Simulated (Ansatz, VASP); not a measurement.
## BN in VASP and in Ansatz

Contents of POSCAR:

```
BN
1.0
    0.0000000000      1.8048137551      1.9491988555
    1.8048137551      0.0000000000      1.9491988555
    1.8048137551      1.8048137551      0.0000000000
B N
1 1
Direct
    0.0000000000      0.0000000000      0.0000000000
    0.7500000000      0.7500000000      0.7500000000
```

INCAR.step1

```
SYSTEM = BN
PREC     = Accurate       ! precision mode
ENCUT    = 520            ! plane-wave cutoff, eV
ISMEAR   = 0              ! smearing method
SIGMA    = 0.05           ! smearing width, eV
LREAL    = .FALSE.        ! projectors in reciprocal space
LASPH    = .TRUE.         ! aspherical terms in the spheres
NELM     = 80             ! most SCF steps
NBANDS   = 11             ! bands
GGA      = PE             ! functional
ALGO     = Normal         ! electronic algorithm
EDIFF    = 1E-4           ! SCF threshold, eV
LWAVE    = .TRUE.         ! write WAVECAR
LCHARG   = .FALSE.        ! write CHGCAR
```

File INCAR.step2:

```
SYSTEM = BN
PREC     = Accurate       ! precision mode
ENCUT    = 520            ! plane-wave cutoff, eV
EDIFF    = 1E-7           ! SCF threshold, eV
ISMEAR   = 0              ! smearing method
SIGMA    = 0.05           ! smearing width, eV
LREAL    = .FALSE.        ! projectors in reciprocal space
LASPH    = .TRUE.         ! aspherical terms in the spheres
NELM     = 80             ! most SCF steps
ALGO     = Normal         ! electronic algorithm
ISIF     = 2              ! what is computed and relaxed
LWAVE    = .FALSE.        ! write WAVECAR
LCHARG   = .FALSE.        ! write CHGCAR
METAGGA  = R2SCAN         ! meta-GGA
LMIXTAU  = .TRUE.       
NBANDS   = 11             ! bands
ISTART   = 1
```

File KPOINTS:

```
Automatic mesh
0
G
  12 12 12
  0 0 0
```

Input for Ansatz:

```yaml
crystal:
  lattice:
    - [0.0, 1.8048137551, 1.9491988555]
    - [1.8048137551, 0.0, 1.9491988555]
    - [1.8048137551, 1.8048137551, 0.0]
  atoms:
    - { symbol: B, position: [0.0, 0.0, 0.0] }
    - { symbol: "N", position: [0.75, 0.75, 0.75] }
basis:
  ecutwfc: 500
kpoints:
  mp_grid: { grid: [12, 12, 12] }
hamiltonian:
  xc: r2scan
scf:
  occupations: { method: gaussian, width: 0.05 }
output:
  forces: true
  stress: true
  eigenvalues: true
```

Change from the starting cell: strain +0.000 along x and y, +0.080 along z, atoms carried along.

Alike in both runs: task single point; functional r2SCAN; k mesh 12 × 12 × 12; occupations gaussian, width 0.05 eV; no spin polarisation.

```csv
,VASP,Ansatz
version,VASP 6.6.1,Ansatz 0.2.0
potentials or method,"VASP PAW PBE potentials, release 64 (B, N), cutoff 520 eV","scalar-relativistic, plane waves, PAW"
valence electrons in the cell,8,8
```

```tsv
	VASP	Ansatz	Ansatz less VASP
gap on the k mesh at the Fermi level (eV)	4.22	4.23	+0.017
least direct gap on the mesh (eV)	8.74	8.76	+0.014
pressure (GPa)	-25.3	-26.1	-0.82
traceless stress, the component that is largest in VASP (GPa)	-33.95	-34.03	-0.078
```

VASP's potentials were made for PBE, not for r2SCAN. With one functional, cell and mesh, what is left measures potentials, basis and numerics.
